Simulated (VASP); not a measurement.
Here is a VASP 6.6.1 calculation.

INCAR

```
SYSTEM = Be3ReW
  ALGO = Normal
  EDIFF = 1E-6
  ENCUT = 520
  GGA = PE
  ISIF = 2
  ISMEAR = 0
  LASPH = .TRUE.
  LCHARG = .TRUE.
  LELF = .TRUE.
  LREAL = .FALSE.
  LVHAR = .TRUE.
  LWAVE = .FALSE.
  NBANDS = 22
  NELM = 100
  PREC = Accurate
  SIGMA = 0.1
```

KPOINTS

```
k-points
0
G
  4 4 4
  0 0 0
```

The input POSCAR:

```
Be3ReW
1.0
    3.8920613500      0.0000000000      0.0000000000
    0.0000000000      3.8920613500      0.0000000000
    0.0000000000      0.0000000000      3.8920613500
Be Re W
3 1 1
Direct
    0.5000000000      0.0000000000      0.0000000000
    0.0000000000      0.5000000000      0.0000000000
    0.0000000000      0.0000000000      0.5000000000
    0.5000000000      0.5000000000      0.5000000000
    0.0000000000      0.0000000000      0.0000000000
```

Potentials or basis: VASP PAW PBE potentials, release 64 (Be, Re, W_sv).

Launch:

```sh
$ cat potpaw_PBE.64/Be/POTCAR potpaw_PBE.64/Re/POTCAR potpaw_PBE.64/W_sv/POTCAR > POTCAR
$ mpirun -np 1 vasp_std > vasp.out
```

(1) Estimate the pressure.

## Answers

(1) 23.3 GPa.

Caveat: the k points lie up to 0.40 Å⁻¹ apart.
